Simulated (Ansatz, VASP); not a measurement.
# WSe2 in VASP and in Ansatz

File INCAR:

```
SYSTEM = WSe2
ALGO = Normal
EDIFF = 1E-6
ENCUT = 500
GGA_COMPAT = .FALSE.
ISIF = 2
ISMEAR = 0
LASPH = .TRUE.
LCHARG = .TRUE.
LELF = .TRUE.
LREAL = .FALSE.
LVHAR = .TRUE.
LWAVE = .FALSE.
NBANDS = 35
NELM = 120
PREC = Accurate
SIGMA = 0.05
```

The input KPOINTS:

```
k-points
0
G
  12 12 2
  0 0 0
```

The input POSCAR:

```
WSe2
1.0
    3.2899984505      0.0000000000      0.0000000000
   -1.6449992252      2.8492222365      0.0000000000
    0.0000000000      0.0000000000     12.9700000000
W Se
2 4
Direct
    0.3372178186      0.6601644017      0.2543194314
    0.6572163416      0.3377361376      0.7472475234
    0.3477955300      0.6830256180      0.6244043106
    0.6594705195      0.3285166216      0.1220357321
    0.3244594486      0.6565377189      0.8743591804
    0.6738403417      0.3340195021      0.3776338221
```

Input for Ansatz:

```yaml
crystal:
  lattice:
    - [3.2899984505, 0.0, 0.0]
    - [-1.6449992252, 2.8492222365, 0.0]
    - [0.0, 0.0, 12.97]
  atoms:
    - { symbol: W, position: [0.3372178186, 0.6601644017, 0.2543194314] }
    - { symbol: W, position: [0.6572163416, 0.3377361376, 0.7472475234] }
    - { symbol: Se, position: [0.34779553, 0.683025618, 0.6244043106] }
    - { symbol: Se, position: [0.6594705195, 0.3285166216, 0.1220357321] }
    - { symbol: Se, position: [0.3244594486, 0.6565377189, 0.8743591804] }
    - { symbol: Se, position: [0.6738403417, 0.3340195021, 0.3776338221] }
basis:
  ecutwfc: 420
kpoints:
  mp_grid: { grid: [12, 12, 2] }
hamiltonian:
  xc: lda
scf:
  occupations: { method: gaussian, width: 0.05 }
output:
  forces: true
  stress: true
  eigenvalues: true
```

Change from the starting cell: all atoms moved at random (sigma 0.03 Å a component).

Alike in both runs: task single point; functional LDA; k mesh 12 × 12 × 2; occupations gaussian, width 0.05 eV; no spin polarisation.

```csv
,VASP,Ansatz
version,VASP 6.6.1,Ansatz 0.2.0
potentials or method,"VASP PAW LDA potentials, release 64 (W_sv, Se), cutoff 500 eV","scalar-relativistic, plane waves, PAW"
valence electrons in the cell,52,92
```

Ansatz gave:

| Item | Value |
| --- | --- |
| gap on the k mesh at the Fermi level (eV) | 0.84 |
| least direct gap on the mesh (eV) | 1.37 |
| pressure (GPa) | -0.7 |
| traceless stress, the component that is largest in VASP (GPa) | 2.46 |
| rms of the force components (eV/Å) | 0.665 |

Q: Estimate VASP's values.

A: gap on the k mesh at the Fermi level (eV): 0.83; least direct gap on the mesh (eV): 1.37; pressure (GPa): 0.1; traceless stress, the component that is largest in VASP (GPa): 2.59; rms of the force components (eV/Å): 0.685.

LDA's correlation is that of Perdew and Zunger in VASP and of Perdew and Wang (1992) in Ansatz. Atom by atom the forces differ by 0.049 eV/Å (rms over components). VASP's potentials hold 52 valence electrons a cell and Ansatz's 92, so a difference there can come from the potentials and not from the codes.

Spin-orbit coupling is off throughout.
